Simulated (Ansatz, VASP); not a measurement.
**Two plane-wave programs on Ge**

The input INCAR:

```
PREC = Accurate ; ENCUT = 520
EDIFF = 1E-6 ; ISMEAR = 0
SIGMA = 0.15 ; LREAL = F
LASPH = T ; NELM = 100
ALGO = Normal ; ISIF = 2
LWAVE = F ; LCHARG = T
LELF = T ; LVHAR = T
NBANDS = 21
```

KPOINTS

```
regular mesh
0
Gamma
  14 14 14
```

The input POSCAR:

```
Ge
1.0
    0.0000000000      2.8109115346      2.7735264112
    2.8109115346      0.0000000000      2.7735264112
    2.8109115346      2.8109115346      0.0000000000
Ge
2
Direct
    0.5000000000      0.5000000000      0.5000000000
    0.7500000000      0.7500000000      0.7500000000
```

Input for Ansatz:

```yaml
crystal:
  lattice:
    - [0.0, 2.8109115346, 2.7735264112]
    - [2.8109115346, 0.0, 2.7735264112]
    - [2.8109115346, 2.8109115346, 0.0]
  atoms:
    - { symbol: Ge, position: [0.5, 0.5, 0.5] }
    - { symbol: Ge, position: [0.75, 0.75, 0.75] }
basis:
  ecutwfc: 420
kpoints:
  mp_grid: { grid: [14, 14, 14] }
hamiltonian:
  xc: lda
scf:
  occupations: { method: gaussian, width: 0.15 }
output:
  forces: true
  stress: true
  eigenvalues: true
```

Change from the starting cell: engineering shear strain xy +0.0000, normal strain along z -0.0133.

Alike in both runs: task single point; functional LDA; k mesh 14 × 14 × 14; occupations gaussian, width 0.15 eV; no spin polarisation.

```csv
,VASP,Ansatz
version,VASP 6.6.1,Ansatz 0.2.0
potentials or method,"VASP PAW LDA potentials, release 64 (Ge_d), cutoff 520 eV","scalar-relativistic, plane waves, PAW"
valence electrons in the cell,28,28
```

Ansatz gave:

* pressure (GPa): 1.0
* traceless stress, the component that is largest in VASP (GPa): 0.65

Problem. Which values does VASP return?

Solution. Pressure (GPa): 1.3; traceless stress, the component that is largest in VASP (GPa): 0.66.

LDA's correlation is that of Perdew and Zunger in VASP and of Perdew and Wang (1992) in Ansatz.
